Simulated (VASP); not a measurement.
# CaO (F-43m) in VASP: notebook

Runs on CaO. Level: PBE. Tasks: single point, relaxation of cell and atoms.

All numbers are computed with VASP 6.6.1; they aren't measurements. Logs are shortened: lines on timing, memory, paths and dates and some standing lists are left out, and cuts for length are marked.

## 1. The cell of the first run

It takes space group F-43m (No. 216, cubic). Conventional cell: a = 5.194 Å, b = 5.194 Å, c = 5.194 Å, α = 90.00°, β = 90.00°, γ = 90.00°. Ca (site symmetry -43m) has 4 O at 2.25 Å within 3.0 Å. Within 3.0 Å of O (site symmetry -43m) lie 4 Ca at 2.25 Å.

## 2. Single point, PBE

The input, INCAR:

```
PREC = Accurate
ENCUT = 600
EDIFF = 1E-6
ISMEAR = 0
SIGMA = 0.1
LREAL = False
LASPH = True
NELM = 120
ALGO = Normal
ISIF = 2
LWAVE = False
LCHARG = True
GGA = PE
LELF = True
LVHAR = True
NBANDS = 15
GGA_COMPAT = False
```

The input, KPOINTS:

```
Automatic mesh
0
Gamma
  6 6 6
```

The input, POSCAR:

```
CaO
1.0
    0.0000000000      2.5971524500      2.5971524500
    2.5971524500      0.0000000000      2.5971524500
    2.5971524500      2.5971524500      0.0000000000
Ca O
1 1
Direct
    0.0000000000      0.0000000000      0.0000000000
    0.7500000000      0.7500000000      0.7500000000
```

Potentials or basis: VASP PAW PBE potentials, release 64 (Ca_sv, O).

Started as:

```bash
$ cat potpaw_PBE.64/Ca_sv/POTCAR potpaw_PBE.64/O/POTCAR > POTCAR
$ mpirun -np 1 vasp_std > vasp.out
```

OUTCAR:

```text
PREC = Accurate
   ENCUT = 600
   EDIFF = 1E-6
   ISMEAR = 0
   LREAL = False
   LASPH = True
   NELM = 120
   ISIF = 2
   GGA = PE

 ion  position               nearest neighbor table
   1  0.000  0.000  0.000-   2 2.25   2 2.25   2 2.25   2 2.25
   2  0.750  0.750  0.750-   1 2.25   1 2.25   1 2.25   1 2.25

  LATTYP: Found a face centered cubic cell.
 ALAT       =     5.1943049000

  Lattice vectors:

 A1 = (   0.0000000000,   2.5971524500,   2.5971524500)
 A2 = (   2.5971524500,   0.0000000000,   2.5971524500)
 A3 = (   2.5971524500,   2.5971524500,   0.0000000000)

Analysis of symmetry for initial positions (statically):
=====================================================================
 Subroutine PRICEL returns:
 Original cell was already a primitive cell.

 Routine SETGRP: Setting up the symmetry group for a
 face centered cubic supercell.

 Subroutine GETGRP returns: Found 24 space group operations
 (whereof 24 operations were pure point group operations)
 out of a pool of 48 trial point group operations.

The static configuration has the point symmetry T_d .

Analysis of symmetry for dynamics (positions and initial velocities):
=====================================================================
 Subroutine PRICEL returns:
 Original cell was already a primitive cell.

 Routine SETGRP: Setting up the symmetry group for a
 face centered cubic supercell.

 Subroutine GETGRP returns: Found 24 space group operations
 (whereof 24 operations were pure point group operations)
 out of a pool of 48 trial point group operations.

The dynamic configuration has the point symmetry T_d .

 Subroutine INISYM returns: Found 24 space group operations
 (whereof 24 operations are pure point group operations),
 and found     1 'primitive' translations

----------------------------------------------------------------------------------------

                                     Primitive cell

  volume of cell :      35.0366

  direct lattice vectors                    reciprocal lattice vectors
     0.000000000  2.597152450  2.597152450    -0.192518541  0.192518541  0.192518541
     2.597152450  0.000000000  2.597152450     0.192518541 -0.192518541  0.192518541
     2.597152450  2.597152450  0.000000000     0.192518541  0.192518541 -0.192518541

  length of vectors
     3.672928218  3.672928218  3.672928218     0.333451894  0.333451894  0.333451894

  position of ions in fractional coordinates (direct lattice)
     0.000000000  0.000000000  0.000000000
     0.750000000  0.750000000  0.750000000

  ion indices of the primitive-cell ions
   primitive index   ion index
                 1           1
                 2           2

----------------------------------------------------------------------------------------

 KPOINTS: Automatic mesh

Automatic generation of k-mesh.
 Grid dimensions read from file:
 generate k-points for:    6    6    6

 Generating k-lattice:

  Cartesian coordinates                     Fractional coordinates (reciprocal lattice)
    -0.032086423  0.032086423  0.032086423     0.166666667  0.000000000  0.000000000
     0.032086423 -0.032086423  0.032086423     0.000000000  0.166666667  0.000000000
     0.032086423  0.032086423 -0.032086423     0.000000000  0.000000000  0.166666667

  Length of vectors
     0.055575316  0.055575316  0.055575316

  Shift w.r.t. Gamma in fractional coordinates (k-lattice)
     0.000000000  0.000000000  0.000000000

 Subroutine IBZKPT returns following result:
 ===========================================

 Found     16 irreducible k-points:

 Following reciprocal coordinates:
            Coordinates               Weight
  0.000000  0.000000  0.000000      1.000000
  0.166667  0.000000  0.000000      8.000000
  0.333333  0.000000  0.000000      8.000000
  0.500000  0.000000  0.000000      4.000000
  0.166667  0.166667  0.000000      6.000000
  0.333333  0.166667  0.000000     24.000000
[... 8 lines left out ...]
 -0.333333  0.333333  0.166667     24.000000
 -0.333333  0.500000  0.166667     12.000000
   k-points           NKPTS =     16   k-points in BZ     NKDIM =     16   number of bands    NBANDS=     15
   number of dos      NEDOS =    301   number of ions     NIONS =      2
   total plane-waves  NPLWV =  27000
   dimension x,y,z NGX =    30 NGY =   30 NGZ =   30
   dimension x,y,z NGXF=    60 NGYF=   60 NGZF=   60
   ions per type =               1   1
   NGX,Y,Z   is equivalent  to a cutoff of  13.58, 13.58, 13.58 a.u.
   NGXF,Y,Z  is equivalent  to a cutoff of  27.16, 27.16, 27.16 a.u.
 SYSTEM =  unknown system
   PREC   = accura    normal or accurate (medium, high low for compatibility)
   ISTART =      0    job   : 0-new  1-cont  2-samecut
   ICHARG =      2    charge: 1-file 2-atom 10-const
   ISPIN  =      1    spin polarized calculation?
   LNONCOLLINEAR =      F non collinear calculations
   LSORBIT =      F    spin-orbit coupling
   LASPH  =      T    aspherical Exc in radial PAW
   ENCUT  =  600.0 eV  44.10 Ry    6.64 a.u.   7.34  7.34  7.34*2*pi/ulx,y,z
   NELM   =    120;   NELMIN=  2; NELMDL= -5     # of ELM steps
   EDIFF  = 0.1E-05   stopping-criterion for ELM
   LREAL  =      F    real-space projection
   EDIFFG = 0.1E-04   stopping-criterion for IOM
   NSW    =      0    number of steps for IOM
   IBRION =     -1    ionic relax: 0-MD 1-quasi-New 2-CG
   NFREE  =      0    steps in history (QN), initial steepest desc. (CG)
   ISIF   =      2    stress and relaxation
   ISYM   =      2    0-nonsym 1-usesym 2-fastsym
   POTIM  = 0.5000    time-step for ionic-motion
   TEBEG  =    0.0;   TEEND  =   0.0 temperature during run
   PSTRESS=    0.0 pullay stress
   NELECT =      16.0000    total number of electrons
   NUPDOWN=      -1.0000    fix difference up-down
   EMIN   =  10.00;   EMAX   =-10.00  energy-range for DOS
   EFERMI =   0.00;   METHOD = LEGACY
   ISMEAR =     0;   SIGMA  =   0.10  broadening in eV -4-tet -1-fermi 0-gaus
   EFERMI_NEDOS =   21; number of points for ismear=-14 and -15
   IALGO  =     38    algorithm
   IMIX   =      4    mixing-type and parameters
     AMIX     =   0.40;   BMIX     =  1.00
     AMIX_MAG =   1.60;   BMIX_MAG =  1.00
  volume/ion in A,a.u.               =      17.52       118.22
  Fermi-wavevector in a.u.,A,eV,Ry     =   1.260687  2.382354 21.624182  1.589333
  Thomas-Fermi vector in A             =   2.394184
   LORBIT       =      0    0 simple, 1 ext, 2 COOP (PROOUT), +10 PAW based schemes
   GGA     = PE    functional components
   LHFCALC =     F    Hartree Fock is set to
   AEXX    =    0.0000 exact exchange contribution
   IVDW    =     0    specifies the selected vdW correction
   LEPSILON=     F    determine dielectric tensor
   LRPA    =     F    only Hartree local field effects (RPA)
 non-spin polarized calculation
 Gauss-broadening in eV      SIGMA  =   0.10
  energy-cutoff  :      600.00
  volume of cell :       35.04
 maximum number of plane-waves:      1211
 NGX is ok and might be reduce to    30
   NGX = 15   NGY = 15   NGZ = 15

 number of electron      16.0000001 magnetization

 Free energy of the ion-electron system (eV)
  ---------------------------------------------------
  ext. energy  EPLUGINS =         0.00000000
  ---------------------------------------------------
  free energy    TOTEN  =       -12.43541123 eV

  energy without entropy =      -12.43541123  energy(sigma->0) =      -12.43541123

 E-fermi :   0.9847     XC(G=0):  -9.0893

 val. band max:        0.5303401475   @ k =  -0.3333   0.5000   0.1667
 cond. band min:       3.8951239198   @ k =   0.0000   0.0000   0.0000
 fundamental gap:      3.3647837723
 Fermi energy:         0.9847279160

 k-point     1 :       0.0000    0.0000    0.0000
  band No.  band energies     occupation
      1     -36.5715      2.00000
      2     -17.5095      2.00000
      3     -17.5095      2.00000
      4     -17.5095      2.00000
      5     -14.2806      2.00000
      6      -0.1155      2.00000
      7      -0.1155      2.00000
      8      -0.1155      2.00000
      9       3.8951      0.00000
     10       8.5483      0.00000
     11       8.5483      0.00000
     12      10.2076      0.00000
     13      10.2076      0.00000
     14      10.2076      0.00000
     15      17.1987      0.00000

 k-point     2 :       0.1667    0.0000    0.0000
  band No.  band energies     occupation
      1     -36.5596      2.00000
      2     -17.7221      2.00000
      3     -17.5235      2.00000
      4     -17.5235      2.00000
      5     -14.0737      2.00000
      6      -0.3716      2.00000
      7      -0.0401      2.00000
      8      -0.0401      2.00000
      9       4.7991      0.00000
     10       8.2938      0.00000
     11       8.2938      0.00000
     12       9.8308      0.00000
     13      10.4200      0.00000
     14      10.4200      0.00000
     15      14.8001      0.00000

 k-point     3 :       0.3333    0.0000    0.0000
  band No.  band energies     occupation
      1     -36.5357      2.00000
      2     -18.0817      2.00000
      3     -17.5514      2.00000
      4     -17.5514      2.00000
      5     -13.7392      2.00000
      6      -0.5220      2.00000
      7       0.0939      2.00000
      8       0.0939      2.00000
      9       6.2176      0.00000
     10       8.2405      0.00000
     11       8.2405      0.00000
     12       9.2264      0.00000
     13      10.3093      0.00000
     14      10.3093      0.00000
     15      12.7285      0.00000
[... 199 lines left out ...]
 k-point    15 :      -0.3333    0.3333    0.1667
  band No.  band energies     occupation
      1     -36.5119      2.00000
      2     -18.2282      2.00000
      3     -17.7276      2.00000
      4     -17.6220      2.00000
      5     -13.4283      2.00000
      6      -0.2924      2.00000
      7      -0.0682      2.00000
      8       0.4171      2.00000
      9       5.7762      0.00000
     10       7.2207      0.00000
     11       8.7971      0.00000
     12      10.0432      0.00000
     13      10.3679      0.00000
     14      11.9633      0.00000
     15      13.1816      0.00000

 k-point    16 :      -0.3333    0.5000    0.1667
  band No.  band energies     occupation
      1     -36.5080      2.00000
      2     -18.2645      2.00000
      3     -17.7145      2.00000
      4     -17.6568      2.00000
      5     -13.3826      2.00000
      6      -0.5745      2.00000
      7       0.1956      2.00000
      8       0.5303      2.00000
      9       5.5049      0.00000
     10       7.0502      0.00000
     11       9.1927      0.00000
     12       9.8526      0.00000
     13      10.4774      0.00000
     14      12.9948      0.00000
     15      13.9797      0.00000

------------------------ aborting loop because EDIFF is reached ----------------------------------------

  FORCE on cell =-STRESS in cart. coord.  units (eV):
  Direction    XX          YY          ZZ          XY          YZ          ZX
  --------------------------------------------------------------------------------------
  -------------------------------------------------------------------------------------
  Total        0.5924433      0.5924433      0.5924433      0.0000000     -0.0000000      0.0000000
  in kB       27.0916256     27.0916256     27.0916256      0.0000000     -0.0000000      0.0000000
  external PRESSURE =      27.0916256 kB  Pullay stress =       0.0000000 kB

 VOLUME and BASIS-vectors are now :
 -----------------------------------------------------------------------------
  energy-cutoff  :      600.00
  volume of cell :       35.04
      direct lattice vectors                 reciprocal lattice vectors
     0.000000000  2.597152450  2.597152450    -0.192518541  0.192518541  0.192518541
     2.597152450  0.000000000  2.597152450     0.192518541 -0.192518541  0.192518541
     2.597152450  2.597152450  0.000000000     0.192518541  0.192518541 -0.192518541

 POSITION                                       TOTAL-FORCE (eV/Angst)
 -----------------------------------------------------------------------------------
      0.00000      0.00000      0.00000         0.000000      0.000000      0.000000
      3.89573      3.89573      3.89573        -0.000000     -0.000000     -0.000000
 -----------------------------------------------------------------------------------
    total drift:                                0.000000      0.000000      0.000000

  FREE ENERGIE OF THE ION-ELECTRON SYSTEM (eV)
  ---------------------------------------------------
  free  energy   TOTEN  =       -12.4354112328 eV

  energy  without entropy=      -12.4354112328  energy(sigma->0) =      -12.43541123
```

It took 12 s on 1 thread of Intel Xeon Platinum 8488C (Sapphire Rapids), shared host; peak memory 0.16 GiB.

Results:

```yaml
Free_energy: -12.4354 eV
Pressure: 2.7 GPa
Band_gap_on_the_k_mesh: 3.36 eV, indirect (least direct gap 4.01 eV)
```

## 3. Single point, PBE

This run uses another cell than the first one, of 18.02 Å³/atom, 1.029 times its volume.

The input, INCAR:

```
SYSTEM = CaO
  ALGO = Normal
  EDIFF = 1E-6
  ENCUT = 600
  GGA = PE
  GGA_COMPAT = .FALSE.
  ISIF = 2
  ISMEAR = 0
  LASPH = .TRUE.
  LCHARG = .FALSE.
  LREAL = .FALSE.
  LWAVE = .FALSE.
  NBANDS = 15
  NELM = 120
  PREC = Accurate
  SIGMA = 0.02
```

The input, KPOINTS:

```
k-points
0
G
  8 8 8
  0 0 0
```

The input, POSCAR:

```
CaO
1.0
    0.0000000000      2.6217833526      2.6217833526
    2.6217833526      0.0000000000      2.6217833526
    2.6217833526      2.6217833526      0.0000000000
Ca O
1 1
Direct
    0.0000000000      0.0000000000      0.0000000000
    0.7500000000      0.7500000000      0.7500000000
```

Potentials or basis: VASP PAW PBE potentials, release 64 (Ca_sv, O).

Started as:

```bash
$ cat potpaw_PBE.64/Ca_sv/POTCAR potpaw_PBE.64/O/POTCAR > POTCAR
$ mpirun -np 1 vasp_std > vasp.out
```

Run time: 20 s. Hardware: 1 thread of Intel Xeon Platinum 8488C (Sapphire Rapids), shared host; peak memory 0.17 GiB.

The run converged. Its results:

* Free energy: -12.4463 eV
* Pressure: 0.4 GPa
* Band gap on the k mesh: 3.27 eV, indirect (least direct gap 3.86 eV)

Levels at points of the mesh, in eV from the valence-band top:
```
           k point  band 5  band 6  band 7  band 8  band 9  band 10  band 11  band 12
(0.00, 0.00, 0.00)  -14.76   -0.59   -0.59   -0.59    3.27     7.90     7.90     9.49
(0.50, 0.00, 0.00)  -14.15   -0.98   -0.34   -0.34    6.08     7.80     7.80     8.13
(0.50, 0.50, 0.00)  -13.97   -1.39    0.00    0.00    4.90     6.58     8.92     9.24
```

A k mesh can miss the band edges. PBE gaps usually lie below the measured ones, often by a third to a half.

## 4. Single point, PBE

This run uses another cell than the first one, of 18.02 Å³/atom, 1.029 times its volume.

The input, INCAR:

```
ALGO = Normal
EDIFF = 1E-6
ENCUT = 600
GGA = PE
GGA_COMPAT = F
ISIF = 2
ISMEAR = 1
LASPH = T
LCHARG = F
LREAL = F
LWAVE = F
NBANDS = 15
NELM = 120
PREC = Accurate
SIGMA = 0.02
```

The input, KPOINTS:

```
k-points
0
Gamma
  8 8 8
```

POSCAR is that of step 3.

Potentials or basis: VASP PAW PBE potentials, release 64 (Ca_sv, O).

Started as:

```bash
$ cat potpaw_PBE.64/Ca_sv/POTCAR potpaw_PBE.64/O/POTCAR > POTCAR
$ mpirun -np 1 vasp_std > vasp.out
```

OUTCAR:

```text
EDIFF = 1E-6
   ENCUT = 600
   GGA = PE
   ISIF = 2
   ISMEAR = 1
   LASPH = T
   LREAL = F
   NELM = 120
   PREC = Accurate

 ion  position               nearest neighbor table
   1  0.000  0.000  0.000-   2 2.27   2 2.27   2 2.27   2 2.27
   2  0.750  0.750  0.750-   1 2.27   1 2.27   1 2.27   1 2.27

  LATTYP: Found a face centered cubic cell.
 ALAT       =     5.2435667052

  Lattice vectors:

 A1 = (   0.0000000000,   2.6217833526,   2.6217833526)
[... 619 lines left out ...]
------------------------ aborting loop because EDIFF is reached ----------------------------------------

  FORCE on cell =-STRESS in cart. coord.  units (eV):
  Direction    XX          YY          ZZ          XY          YZ          ZX
  --------------------------------------------------------------------------------------
  -------------------------------------------------------------------------------------
  Total        0.0804473      0.0804473      0.0804473      0.0000000      0.0000000      0.0000000
  in kB        3.5760337      3.5760337      3.5760337      0.0000000      0.0000000      0.0000000
  external PRESSURE =       3.5760337 kB  Pullay stress =       0.0000000 kB

 VOLUME and BASIS-vectors are now :
 -----------------------------------------------------------------------------
  energy-cutoff  :      600.00
  volume of cell :       36.04
      direct lattice vectors                 reciprocal lattice vectors
     0.000000000  2.621783353  2.621783353    -0.190709884  0.190709884  0.190709884
     2.621783353  0.000000000  2.621783353     0.190709884 -0.190709884  0.190709884
     2.621783353  2.621783353  0.000000000     0.190709884  0.190709884 -0.190709884

 POSITION                                       TOTAL-FORCE (eV/Angst)
 -----------------------------------------------------------------------------------
      0.00000      0.00000      0.00000         0.000000      0.000000      0.000000
      3.93268      3.93268      3.93268        -0.000000     -0.000000     -0.000000
 -----------------------------------------------------------------------------------
    total drift:                                0.000000      0.000000      0.000000

  FREE ENERGIE OF THE ION-ELECTRON SYSTEM (eV)
  ---------------------------------------------------
  free  energy   TOTEN  =       -12.4463290659 eV

  energy  without entropy=      -12.4463290659  energy(sigma->0) =      -12.44632907
```

stdout:

```text
POSCAR found type information on POSCAR CaO
 POSCAR found :  2 types and       2 ions
 scaLAPACK will be used
 LDA part: xc-table for (Slater+PW92), standard interpolation
 POSCAR, INCAR and KPOINTS ok, starting setup
 FFT: planning ... GRIDC
 FFT: planning ... GRID_SOFT
 FFT: planning ... GRID
 WAVECAR not read
 entering main loop
```

It took 22 s on 1 thread of Intel Xeon Platinum 8488C (Sapphire Rapids), shared host; peak memory 0.17 GiB.

What came out:

- Free energy: -12.4463 eV
- Pressure: 0.4 GPa
- Band gap on the k mesh: 3.27 eV, indirect (least direct gap 3.86 eV)

A k mesh can miss the band edges. PBE gaps usually lie below the measured ones, often by a third to a half.

[end of part 1 of 2]
